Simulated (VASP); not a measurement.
# BP (Pm-3m) in VASP: notebook

Aim: see how the results for BP move with the level of theory and the settings. Levels: PBE, r2SCAN. Tasks: single point.

Program: VASP 6.6.1. These are calculated values, not measurements. Logs are shortened: lines on timing, memory, paths and dates and some standing lists are left out, and cuts for length are marked.

## 1. The cell of the first run

Symmetry: Pm-3m, No. 221, cubic system. Conventional cell: a = 2.708 Å, b = 2.708 Å, c = 2.708 Å, α = 90.00°, β = 90.00°, γ = 90.00°. Within 3.1 Å of B (site symmetry m-3m) lie 8 P at 2.35 Å and 6 B at 2.71 Å. Within 3.1 Å of P (site symmetry m-3m) lie 8 B at 2.35 Å and 6 P at 2.71 Å.

## 2. Single point, PBE

File INCAR:

```
ALGO = Normal
EDIFF = 1E-6
ENCUT = 500
GGA = PE
GGA_COMPAT = False
ISIF = 2
ISMEAR = -1
LASPH = True
LCHARG = True
LELF = True
LREAL = False
LVHAR = True
LWAVE = False
NBANDS = 11
NELM = 120
PREC = Accurate
SIGMA = 0.02
```

File KPOINTS:

```
k-points
0
Gamma
  8 8 8
```

File POSCAR:

```
BP
1.0
    2.7080526412      0.0000000000      0.0000000000
    0.0000000000      2.7080526412      0.0000000000
    0.0000000000      0.0000000000      2.7080526412
B P
1 1
Direct
    0.0000000000      0.0000000000      0.0000000000
    0.5000000000      0.5000000000      0.5000000000
```

Potentials or basis: VASP PAW PBE potentials, release 64 (B, P).

Launch:

```
$ cat potpaw_PBE.64/B/POTCAR potpaw_PBE.64/P/POTCAR > POTCAR
$ mpirun -np 1 vasp_std > vasp.out
```

OUTCAR:

```text
EDIFF = 1E-6
   ENCUT = 500
   GGA = PE
   ISIF = 2
   ISMEAR = -1
   LASPH = True
   LREAL = False
   NELM = 120
   PREC = Accurate

 ion  position               nearest neighbor table
   1  0.000  0.000  0.000-   2 2.35   2 2.35   2 2.35   2 2.35   2 2.35   2 2.35   2 2.35   2 2.35

   2  0.500  0.500  0.500-   1 2.35   1 2.35   1 2.35   1 2.35   1 2.35   1 2.35   1 2.35   1 2.35

  LATTYP: Found a simple cubic cell.
 ALAT       =     2.7080526412

  Lattice vectors:

 A1 = (   2.7080526412,   0.0000000000,   0.0000000000)
 A2 = (   0.0000000000,   2.7080526412,   0.0000000000)
 A3 = (   0.0000000000,   0.0000000000,   2.7080526412)

Analysis of symmetry for initial positions (statically):
=====================================================================
 Subroutine PRICEL returns:
 Original cell was already a primitive cell.

 Routine SETGRP: Setting up the symmetry group for a
 simple cubic supercell.

 Subroutine GETGRP returns: Found 48 space group operations
[... 9 lines left out ...]

 Routine SETGRP: Setting up the symmetry group for a
 simple cubic supercell.

 Subroutine GETGRP returns: Found 48 space group operations
[... 11 lines left out ...]
                                     Primitive cell

  volume of cell :      19.8596

  direct lattice vectors                    reciprocal lattice vectors
     2.708052641  0.000000000  0.000000000     0.369269040  0.000000000  0.000000000
     0.000000000  2.708052641  0.000000000     0.000000000  0.369269040  0.000000000
     0.000000000  0.000000000  2.708052641     0.000000000  0.000000000  0.369269040

  length of vectors
     2.708052641  2.708052641  2.708052641     0.369269040  0.369269040  0.369269040

  position of ions in fractional coordinates (direct lattice)
[... 8 lines left out ...]
----------------------------------------------------------------------------------------

 KPOINTS: k-points

Automatic generation of k-mesh.
 Grid dimensions read from file:
 generate k-points for:    8    8    8

 Generating k-lattice:

  Cartesian coordinates                     Fractional coordinates (reciprocal lattice)
     0.046158630  0.000000000  0.000000000     0.125000000  0.000000000  0.000000000
     0.000000000  0.046158630  0.000000000     0.000000000  0.125000000  0.000000000
     0.000000000  0.000000000  0.046158630     0.000000000  0.000000000  0.125000000

  Length of vectors
     0.046158630  0.046158630  0.046158630

  Shift w.r.t. Gamma in fractional coordinates (k-lattice)
     0.000000000  0.000000000  0.000000000

 Subroutine IBZKPT returns following result:
 ===========================================

 Found     35 irreducible k-points:

 Following reciprocal coordinates:
            Coordinates               Weight
  0.000000  0.000000  0.000000      1.000000
  0.125000  0.000000  0.000000      6.000000
  0.250000  0.000000  0.000000      6.000000
  0.375000  0.000000  0.000000      6.000000
  0.500000  0.000000  0.000000      3.000000
  0.125000  0.125000  0.000000     12.000000
[... 16 lines left out ...]
  0.375000  0.375000  0.125000     24.000000
  0.500000  0.375000  0.125000     24.000000
 [... further k-points ...]
   k-points           NKPTS =     35   k-points in BZ     NKDIM =     35   number of bands    NBANDS=     11
   number of dos      NEDOS =    301   number of ions     NIONS =      2
   total plane-waves  NPLWV =   8000
   dimension x,y,z NGX =    20 NGY =   20 NGZ =   20
   dimension x,y,z NGXF=    40 NGYF=   40 NGZF=   40
   ions per type =               1   1
   NGX,Y,Z   is equivalent  to a cutoff of  12.28, 12.28, 12.28 a.u.
   NGXF,Y,Z  is equivalent  to a cutoff of  24.56, 24.56, 24.56 a.u.
 SYSTEM =  unknown system
   PREC   = accura    normal or accurate (medium, high low for compatibility)
   ISTART =      0    job   : 0-new  1-cont  2-samecut
   ICHARG =      2    charge: 1-file 2-atom 10-const
   ISPIN  =      1    spin polarized calculation?
   LNONCOLLINEAR =      F non collinear calculations
   LSORBIT =      F    spin-orbit coupling
   LASPH  =      T    aspherical Exc in radial PAW
   ENCUT  =  500.0 eV  36.75 Ry    6.06 a.u.   4.94  4.94  4.94*2*pi/ulx,y,z
   NELM   =    120;   NELMIN=  2; NELMDL= -5     # of ELM steps
   EDIFF  = 0.1E-05   stopping-criterion for ELM
   LREAL  =      F    real-space projection
   EDIFFG = 0.1E-04   stopping-criterion for IOM
   NSW    =      0    number of steps for IOM
   IBRION =     -1    ionic relax: 0-MD 1-quasi-New 2-CG
[... 8 lines left out ...]
   EMIN   =  10.00;   EMAX   =-10.00  energy-range for DOS
   EFERMI =   0.00;   METHOD = LEGACY
   ISMEAR =    -1;   SIGMA  =   0.02  broadening in eV -4-tet -1-fermi 0-gaus
   EFERMI_NEDOS =   21; number of points for ismear=-14 and -15
   IALGO  =     38    algorithm
   IMIX   =      4    mixing-type and parameters
     AMIX     =   0.40;   BMIX     =  1.00
     AMIX_MAG =   1.60;   BMIX_MAG =  1.00
  volume/ion in A,a.u.               =       9.93        67.01
  Fermi-wavevector in a.u.,A,eV,Ry     =   1.209060  2.284791 19.889340  1.461825
  Thomas-Fermi vector in A             =   2.344649
   LORBIT       =      0    0 simple, 1 ext, 2 COOP (PROOUT), +10 PAW based schemes
   GGA     = PE    functional components
   LHFCALC =     F    Hartree Fock is set to
   AEXX    =    0.0000 exact exchange contribution
   IVDW    =     0    specifies the selected vdW correction
   LEPSILON=     F    determine dielectric tensor
   LRPA    =     F    only Hartree local field effects (RPA)
 non-spin polarized calculation
  energy-cutoff  :      500.00
  volume of cell :       19.86
 maximum number of plane-waves:       520
 NGX is ok and might be reduce to    20
   NGX =  9   NGY =  9   NGZ =  9

 number of electron       7.9999998 magnetization

 Free energy of the ion-electron system (eV)
  ---------------------------------------------------
  ext. energy  EPLUGINS =         0.00000000
  ---------------------------------------------------
  free energy    TOTEN  =        -9.22825898 eV

  energy without entropy =       -9.22593619  energy(sigma->0) =       -9.22709759

 E-fermi :  10.2260     XC(G=0): -12.1522

 val. band max:       10.1965344439   @ k =   0.2500   0.0000   0.0000
 cond. band min:      10.2449474858   @ k =   0.3750   0.2500   0.0000
 fundamental gap:      0.0484130419
 Fermi energy:        10.2260057830

 k-point     1 :       0.0000    0.0000    0.0000
  band No.  band energies     occupation
      1      -7.0495      2.00000
      2       9.1107      2.00000
      3       9.1107      2.00000
      4       9.1107      2.00000
      5      12.4915      0.00000
      6      14.5709      0.00000
      7      14.5709      0.00000
      8      21.1723      0.00000
      9      21.1723      0.00000
     10      21.1723      0.00000
     11      28.2086      0.00000

 k-point     2 :       0.1250    0.0000    0.0000
  band No.  band energies     occupation
      1      -6.7642      2.00000
      2       6.7463      2.00000
      3       9.3834      2.00000
      4       9.3834      2.00000
      5      13.0309      0.00000
      6      14.8527      0.00000
      7      16.9749      0.00000
      8      20.2399      0.00000
      9      20.2399      0.00000
     10      20.6589      0.00000
     11      28.2129      0.00000

 k-point     3 :       0.2500    0.0000    0.0000
  band No.  band energies     occupation
      1      -5.9173      2.00000
      2       3.3975      2.00000
      3      10.1965      1.62720
      4      10.1965      1.62720
      5      13.6732      0.00000
      6      15.6692      0.00000
      7      18.0770      0.00000
      8      18.0770      0.00000
      9      18.9658      0.00000
     10      21.8656      0.00000
     11      26.8985      0.00000

 k-point     4 :       0.3750    0.0000    0.0000
  band No.  band energies     occupation
      1      -4.5635      2.00000
      2       0.4477      2.00000
      3      11.5294      0.00000
      4      11.5294      0.00000
      5      14.5734      0.00000
      6      15.6375      0.00000
      7      15.6375      0.00000
      8      16.8595      0.00000
      9      17.5542      0.00000
     10      23.8555      0.00000
     11      26.4208      0.00000

 k-point     5 :       0.5000    0.0000    0.0000
  band No.  band energies     occupation
      1      -3.3451      2.00000
      2      -1.3112      2.00000
      3      13.1021      0.00000
      4      13.1021      0.00000
      5      13.6576      0.00000
      6      13.6576      0.00000
      7      15.3650      0.00000
      8      16.5368      0.00000
      9      17.6424      0.00000
     10      22.4525      0.00000
     11      29.0698      0.00000
[... 211 lines left out ...]
 k-point    21 :       0.3750    0.2500    0.1250
  band No.  band energies     occupation
      1      -3.1256      2.00000
      2       1.8024      2.00000
      3       6.1117      2.00000
      4      10.1677      1.89707
      5      10.5529      0.00000
      6      14.2096      0.00000
      7      17.7905      0.00000
      8      18.1532      0.00000
      9      22.9662      0.00000
     10      25.1109      0.00000
     11      26.1953      0.00000

 k-point    22 :       0.5000    0.2500    0.1250
  band No.  band energies     occupation
      1      -1.8570      2.00000
      2      -0.0011      2.00000
      3       7.5151      2.00000
      4       8.6158      2.00000
      5      11.8251      0.00000
      6      12.2542      0.00000
      7      18.1708      0.00000
      8      18.3897      0.00000
      9      23.1568      0.00000
     10      24.8837      0.00000
     11      25.5771      0.00000

 k-point    23 :       0.3750    0.3750    0.1250
  band No.  band energies     occupation
      1      -1.7374      2.00000
      2       2.9137      2.00000
      3       3.3542      2.00000
      4       7.7203      2.00000
      5      11.5072      0.00000
      6      14.6566      0.00000
      7      16.4233      0.00000
      8      17.9808      0.00000
      9      23.4916      0.00000
     10      24.9836      0.00000
     11      25.7971      0.00000

 k-point    24 :       0.5000    0.3750    0.1250
  band No.  band energies     occupation
      1      -0.4015      2.00000
      2       1.2457      2.00000
      3       4.4337      2.00000
      4       5.9409      2.00000
      5      13.0074      0.00000
      6      13.3799      0.00000
      7      17.0296      0.00000
      8      17.1214      0.00000
      9      23.6086      0.00000
     10      24.5227      0.00000
     11      25.8842      0.00000

 [... further k-points ...]
[... 5 lines left out ...]
  --------------------------------------------------------------------------------------
  -------------------------------------------------------------------------------------
  Total        0.0373360      0.0373360      0.0373360      0.0000000     -0.0000000     -0.0000000
  in kB        3.0120808      3.0120808      3.0120808      0.0000000     -0.0000000     -0.0000000
  external PRESSURE =       3.0120808 kB  Pullay stress =       0.0000000 kB

 VOLUME and BASIS-vectors are now :
 -----------------------------------------------------------------------------
  energy-cutoff  :      500.00
  volume of cell :       19.86
      direct lattice vectors                 reciprocal lattice vectors
     2.708052641  0.000000000  0.000000000     0.369269040  0.000000000  0.000000000
     0.000000000  2.708052641  0.000000000     0.000000000  0.369269040  0.000000000
     0.000000000  0.000000000  2.708052641     0.000000000  0.000000000  0.369269040

 POSITION                                       TOTAL-FORCE (eV/Angst)
 -----------------------------------------------------------------------------------
      0.00000      0.00000      0.00000         0.000000      0.000000      0.000000
      1.35403      1.35403      1.35403         0.000000      0.000000      0.000000
 -----------------------------------------------------------------------------------
    total drift:                                0.000000      0.000000      0.000000

  FREE ENERGIE OF THE ION-ELECTRON SYSTEM (eV)
  ---------------------------------------------------
  free  energy   TOTEN  =        -9.2282589817 eV

  energy  without entropy=       -9.2259361941  energy(sigma->0) =       -9.22709759
```

It took 2.5 s on 1 thread of Intel Xeon 6975P-C (Granite Rapids), shared host; peak memory 0.12 GiB.

What came out:

```
Free energy            : -9.2283 eV
Pressure               : 0.3 GPa
Band gap on the k mesh : zero (band 4 reaches 13.10 eV, above the bottom of band 5 at 7.08 eV)
```

Levels at points of the mesh, in eV from the Fermi level:
```csv
k point,band 2,band 3,band 4,band 5,band 6,band 7
"(0.00, 0.00, 0.00)",-1.12,-1.12,-1.12,2.27,4.34,4.34
"(0.50, 0.00, 0.00)",-11.54,2.88,2.88,3.43,3.43,5.14
"(0.50, 0.50, 0.00)",-8.18,-8.18,-6.10,5.13,5.56,8.43
"(0.50, 0.50, 0.50)",-3.81,-3.81,-3.81,-3.15,-3.15,-3.15
```

## 3. Single point, r2SCAN

POSCAR is that of step 2.

File INCAR.step1:

```
SYSTEM = BP
PREC = Accurate
ENCUT = 550
ISMEAR = -1
SIGMA = 0.02
LREAL = .FALSE.
LASPH = .TRUE.
NELM = 120
NBANDS = 11
GGA = PE
ALGO = Normal
EDIFF = 1E-5
LWAVE = .TRUE.
LCHARG = .FALSE.
GGA_COMPAT = .FALSE.
```

File INCAR.step2:

```
SYSTEM = BP
PREC = Accurate
ENCUT = 550
EDIFF = 1E-6
ISMEAR = -1
SIGMA = 0.02
LREAL = .FALSE.
LASPH = .TRUE.
NELM = 120
ALGO = Normal
ISIF = 2
LWAVE = .FALSE.
LCHARG = .FALSE.
METAGGA = R2SCAN
LMIXTAU = .TRUE.
NBANDS = 11
ISTART = 1
GGA_COMPAT = .FALSE.
```

File KPOINTS:

```
Automatic mesh
0
G
  8 8 8
  0 0 0
```

Potentials or basis: VASP PAW PBE potentials, release 64 (B, P).

Launch:

```
$ cat potpaw_PBE.64/B/POTCAR potpaw_PBE.64/P/POTCAR > POTCAR
$ cp INCAR.step1 INCAR
$ mpirun -np 1 vasp_std > vasp.out
$ cp INCAR.step2 INCAR
$ mpirun -np 1 vasp_std > vasp.out
```

Run time: 9.2 s. Hardware: 1 thread of Intel Xeon 6975P-C (Granite Rapids), shared host; peak memory 0.14 GiB.

It converged, with:

| Property | Result |
| --- | --- |
| Free energy | -13.0300 eV |
| Pressure | -0.2 GPa |
| Band gap on the k mesh | zero (band 4 reaches 13.40 eV, above the bottom of band 5 at 6.95 eV) |

Levels at points of the mesh, in eV from the Fermi level:
| k point | band 1 | band 2 | band 3 | band 4 | band 5 | band 6 | band 7 | band 8 | band 9 |
| --- | --- | --- | --- | --- | --- | --- | --- | --- | --- |
| (0.00, 0.00, 0.00) | -18.37 | -1.21 | -1.21 | -1.21 | 2.50 | 4.58 | 4.58 | 11.81 | 11.81 |
| (0.50, 0.00, 0.00) | -14.38 | -12.36 | 3.12 | 3.12 | 3.58 | 3.58 | 5.68 | 6.71 | 7.86 |
| (0.50, 0.50, 0.00) | -9.87 | -8.72 | -8.72 | -6.60 | 5.61 | 5.87 | 9.11 | 9.11 | 12.26 |
| (0.50, 0.50, 0.50) | -5.81 | -4.11 | -4.11 | -4.11 | -3.33 | -3.33 | -3.33 | -1.76 | 22.51 |

Caveat: the PAW data sets were made with another functional, which shifts forces and pressure a little.
